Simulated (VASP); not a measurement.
# KCl (Pm-3m) in VASP: G0W0 quasiparticle levels with PBE

Aim: the G0W0 quasiparticle levels of KCl with PBE.

Everything below comes from runs of VASP 6.6.1. Logs are shortened: lines on timing, memory, paths and dates and some standing lists are left out, and cuts for length are marked.

## (1) The cell of the first run

It takes space group Pm-3m (No. 221, cubic). Conventional cell: a = 3.771 Å, b = 3.771 Å, c = 3.771 Å, α = 90.00°, β = 90.00°, γ = 90.00°. K (site symmetry m-3m) has 8 Cl at 3.27 Å and 6 K at 3.77 Å within 4.3 Å. Within 4.3 Å of Cl (site symmetry m-3m) lie 8 K at 3.27 Å and 6 Cl at 3.77 Å.

## (2) G0W0 quasiparticle levels, PBE

POSCAR reads:

```
KCl
1.0
    3.7711686990      0.0000000000      0.0000000000
    0.0000000000      3.7711686990      0.0000000000
    0.0000000000      0.0000000000      3.7711686990
K Cl
1 1
Direct
    0.0000000000      0.0000000000      0.0000000000
    0.5000000000      0.5000000000      0.5000000000
```

INCAR.step1 reads:

```
  PREC = Accurate
  ENCUT = 500
  EDIFF = 1E-8
  ISMEAR = 0
  SIGMA = 0.01
  LREAL = False
  LASPH = True
  NELM = 80
  ALGO = Normal
  LWAVE = True
  LCHARG = False
  GGA = PE
```

INCAR.step2 reads:

```
  PREC = Accurate
  ENCUT = 500
  EDIFF = 1E-8
  ISMEAR = 0
  SIGMA = 0.01
  LREAL = False
  LASPH = True
  NELM = 1
  ALGO = Exact
  LWAVE = True
  LCHARG = False
  GGA = PE
  NBANDS = 168
  LOPTICS = True
  ISTART = 1
```

INCAR.step3 reads:

```
  PREC = Accurate
  ENCUT = 500
  EDIFF = 1E-8
  ISMEAR = 0
  SIGMA = 0.01
  LREAL = False
  LASPH = True
  ALGO = EVGW0
  LWAVE = False
  LCHARG = False
  GGA = PE
  NELMGW = 1
  NBANDS = 168
  ENCUTGW = 120.0
  NOMEGA = 96
  PRECFOCK = Fast
  ISTART = 1
  NBANDSGW = 16
  OMEGAMAX = 20
```

KPOINTS reads:

```
Automatic mesh
0
Gamma
  4 4 4
```

Potentials or basis: VASP PAW PBE potentials, release 64 (K_sv_GW, Cl_GW).

On the command line:

```console
$ cat potpaw_PBE.64/K_sv_GW/POTCAR potpaw_PBE.64/Cl_GW/POTCAR > POTCAR
$ cp INCAR.step1 INCAR
$ mpirun -np 1 vasp_std > vasp.out
$ cp INCAR.step2 INCAR
$ mpirun -np 1 vasp_std > vasp.out
$ cp INCAR.step3 INCAR
$ mpirun -np 1 vasp_std > vasp.out
```

OUTCAR:

```text
PREC = Accurate
   ENCUT = 500
   EDIFF = 1E-8
   ISMEAR = 0
   LREAL = False
   LASPH = True
   GGA = PE
   NELMGW = 1
   ENCUTGW = 120.0
   PRECFOCK = Fast
   ISTART = 1

 ion  position               nearest neighbor table
   1  0.000  0.000  0.000-
   2  0.500  0.500  0.500-

  LATTYP: Found a simple cubic cell.
 ALAT       =     3.7711686990

  Lattice vectors:

 A1 = (   3.7711686990,   0.0000000000,   0.0000000000)
 A2 = (   0.0000000000,   3.7711686990,   0.0000000000)
 A3 = (   0.0000000000,   0.0000000000,   3.7711686990)

Analysis of symmetry for initial positions (statically):
=====================================================================
 Subroutine PRICEL returns:
 Original cell was already a primitive cell.

 Routine SETGRP: Setting up the symmetry group for a
 simple cubic supercell.

 Subroutine GETGRP returns: Found 48 space group operations
 (whereof 48 operations were pure point group operations)
 out of a pool of 48 trial point group operations.

The static configuration has the point symmetry O_h .

Analysis of symmetry for dynamics (positions and initial velocities):
=====================================================================
 Subroutine PRICEL returns:
 Original cell was already a primitive cell.

 Routine SETGRP: Setting up the symmetry group for a
 simple cubic supercell.

 Subroutine GETGRP returns: Found 48 space group operations
 (whereof 48 operations were pure point group operations)
 out of a pool of 48 trial point group operations.

The dynamic configuration has the point symmetry O_h .

 Subroutine INISYM returns: Found 48 space group operations
 (whereof 48 operations are pure point group operations),
 and found     1 'primitive' translations

----------------------------------------------------------------------------------------

                                     Primitive cell

  volume of cell :      53.6325

  direct lattice vectors                    reciprocal lattice vectors
     3.771168699  0.000000000  0.000000000     0.265169787  0.000000000  0.000000000
     0.000000000  3.771168699  0.000000000     0.000000000  0.265169787  0.000000000
     0.000000000  0.000000000  3.771168699     0.000000000  0.000000000  0.265169787

[... 48 lines left out ...]
  0.500000  0.500000  0.250000      6.000000
  0.500000  0.500000  0.500000      1.000000
   k-points           NKPTS =     10   k-points in BZ     NKDIM =     64   number of bands    NBANDS=    168
   number of dos      NEDOS =    301   number of ions     NIONS =      2
   total plane-waves  NPLWV =  21952
   dimension x,y,z NGX =    28 NGY =   28 NGZ =   28
   dimension x,y,z NGXF=    56 NGYF=   56 NGZF=   56
   ions per type =               1   1
   NGX,Y,Z   is equivalent  to a cutoff of  12.34, 12.34, 12.34 a.u.
   NGXF,Y,Z  is equivalent  to a cutoff of  24.69, 24.69, 24.69 a.u.
 SYSTEM =  unknown system
   PREC   = accura    normal or accurate (medium, high low for compatibility)
   ISTART =      1    job   : 0-new  1-cont  2-samecut
   ICHARG =      0    charge: 1-file 2-atom 10-const
   ISPIN  =      1    spin polarized calculation?
   LNONCOLLINEAR =      F non collinear calculations
   LSORBIT =      F    spin-orbit coupling
   LASPH  =      T    aspherical Exc in radial PAW
   ENCUT  =  500.0 eV  36.75 Ry    6.06 a.u.   6.88  6.88  6.88*2*pi/ulx,y,z
   NELM   =     60;   NELMIN=  2; NELMDL=  0     # of ELM steps
   EDIFF  = 0.1E-07   stopping-criterion for ELM
   LREAL  =      F    real-space projection
   EDIFFG = 0.1E-06   stopping-criterion for IOM
   NSW    =      0    number of steps for IOM
   IBRION =     -1    ionic relax: 0-MD 1-quasi-New 2-CG
   NFREE  =      0    steps in history (QN), initial steepest desc. (CG)
   ISIF   =      0    stress and relaxation
   ISYM   =      3    0-nonsym 1-usesym 2-fastsym
   POTIM  = 0.5000    time-step for ionic-motion
   TEBEG  =    0.0;   TEEND  =   0.0 temperature during run
   PSTRESS=    0.0 pullay stress
   NELECT =      16.0000    total number of electrons
   NUPDOWN=      -1.0000    fix difference up-down
   EMIN   =  10.00;   EMAX   =-10.00  energy-range for DOS
   EFERMI =   0.00;   METHOD = LEGACY
   ISMEAR =     0;   SIGMA  =   0.01  broadening in eV -4-tet -1-fermi 0-gaus
   EFERMI_NEDOS =   21; number of points for ismear=-14 and -15
   IALGO  =     38    algorithm
   IMIX   =      4    mixing-type and parameters
     AMIX     =   0.40;   BMIX     =  1.00
     AMIX_MAG =   1.60;   BMIX_MAG =  1.00
  volume/ion in A,a.u.               =      26.82       180.96
  Fermi-wavevector in a.u.,A,eV,Ry     =   1.093886  2.067145 16.280559  1.196587
  Thomas-Fermi vector in A             =   2.230180
   LORBIT       =      0    0 simple, 1 ext, 2 COOP (PROOUT), +10 PAW based schemes
   GGA     = PE    functional components
   LHFCALC =     T    Hartree Fock is set to
   PRECFOCK=fast      Normal, Fast or Accurate (Low or Medium for compatibility)
   ENCUT4O =  -1.0   cutoff for four orbital integrals eV
   NKREDX  =     1    reduce k-point grid by
   NKREDY  =     1    reduce k-point grid by
   NKREDZ  =     1    reduce k-point grid by
   AEXX    =    1.0000 exact exchange contribution
   HFSCREEN=    0.0000 screening length (either q_TF or 0.3 A-1)
   HFSCREENC=   0.0000 screening length for correlation (either q_TF or 0.3 A-1)
   ENCUTFOCK=  -1.0 apply spherical cutoff to Coloumb kernel
   IVDW    =     0    specifies the selected vdW correction
   LEPSILON=     F    determine dielectric tensor
   LRPA    =     F    only Hartree local field effects (RPA)
   LRPAFORCE           =     F    calculate RPA forces
   ENCUTGW             = 120.0    cutoff for response function in eV
   ENCUTGWSOFT         =  96.0    soft cutoff for Coulomb kernel in GW response function in eV
   ENCUTLF             =  -1.0    cutoff for local field effects
   NELMGW              =     1    number of iterations in solving QP/BSE equation
   NELMHF              =     1    number of iterations in the inner HF iteration
   NKREDLFX            =     1    NKREDLFY  =   1   NKREDLFZ  =   1
 non-spin polarized calculation
 Gauss-broadening in eV      SIGMA  =   0.01
  energy-cutoff  :      500.00
  volume of cell :       53.63
 maximum number of plane-waves:      1406
 NGX is ok and might be reduce to    28
  NGX = 16; NGY = 16; NGZ = 16
   NGX = 13   NGY = 13   NGZ = 13
 maximum number of plane-waves:       174
 NGX is ok and might be reduce to    14

 QP shifts <psi_nk| G(iteration)W_0 |psi_nk>: iteration 1
 for sc-GW calculations column KS-energies equals QP-energies in previous step
 and V_xc(KS)=  KS-energies - (<T + V_ion + V_H > + <T+V_H+V_ion>^1  + <V_x>^1)

 k-point   1 :       0.0000    0.0000    0.0000
  band No.  KS-energies  QP-energies   sigma(KS)   V_xc(KS)     V^pw_x(r,r')   Z            occupation Imag(sigma)

      1     -27.1316     -28.8764     -21.3355     -18.4835     -30.7110       0.6118       2.0000       0.3901
      2     -11.8342     -13.1469     -16.9562     -15.0601     -24.2785       0.6923       2.0000       1.1273
      3     -10.5070     -13.5171     -21.6063     -17.9024     -24.7447       0.8127       2.0000       0.0637
      4     -10.5070     -13.5171     -21.6063     -17.9024     -24.7447       0.8127       2.0000       0.0637
      5     -10.5070     -13.5171     -21.6063     -17.9024     -24.7447       0.8127       2.0000       0.0637
      6       0.6238      -1.1988     -16.5921     -14.3100     -18.6803       0.7987       2.0000       0.0375
[... 175 lines left out ...]
      2     -11.3753     -12.8900     -17.4339     -15.5450     -24.5886       0.8019       2.0000       1.1192
      3     -10.7031     -13.7243     -21.3400     -17.6060     -24.4742       0.8091       2.0000       0.0614
      4     -10.7031     -13.7243     -21.3400     -17.6060     -24.4742       0.8091       2.0000       0.0614
      5     -10.7031     -13.7243     -21.3400     -17.6060     -24.4742       0.8091       2.0000       0.0614
      6      -0.6004      -2.5762     -15.4439     -12.9253     -17.6777       0.7845       2.0000       0.0477
[... 8 lines left out ...]
     15      13.1497      16.5054     -10.4459     -14.5502      -6.5573       0.8176       0.0000      -0.0832
     16      13.1497      16.5054     -10.4459     -14.5502      -6.5573       0.8176       0.0000      -0.0832
```

OUTCAR.step2:

```text
PREC = Accurate
   ENCUT = 500
   EDIFF = 1E-8
   ISMEAR = 0
   LREAL = False
[... 769 lines left out ...]
     0.00000     2.89095     2.89095     2.89095    -0.00000    -0.00000     0.00000
     1.72913     2.95659     2.95659     2.95659    -0.00000    -0.00000     0.00000
     3.45826     3.20744     3.20744     3.20744    -0.00000    -0.00000     0.00000
     5.18739     3.72190     3.72190     3.72190    -0.00000     0.00000     0.00000
     6.91652     5.27863     5.27863     5.27863    -0.00000     0.00000     0.00000
     8.64565     1.94248     1.94248     1.94248    -0.00000    -0.00000     0.00000
[... 92 lines left out ...]
   169.45467     0.98649     0.98649     0.98649     0.00000     0.00000    -0.00000
   171.18380     0.98678     0.98678     0.98678     0.00000     0.00000    -0.00000
```

Run time: 5.4 min. Hardware: 1 thread of AMD EPYC 7R43 (Zen 3), shared host; peak memory 0.64 GiB.

What came out:

- Quasiparticle gap: 7.58 eV
- Least direct quasiparticle gap: 7.83 eV
- Band gap of the starting levels on the mesh: 5.03 eV
- Least direct gap of the starting levels on the mesh: 5.24 eV

Caveat: the k points lie up to 0.42 Å⁻¹ apart; bands, screening cutoff and mesh are small and nothing is extrapolated, so the quasiparticle values aren't converged; the structure was generated, so it needn't be the stable form of KCl.
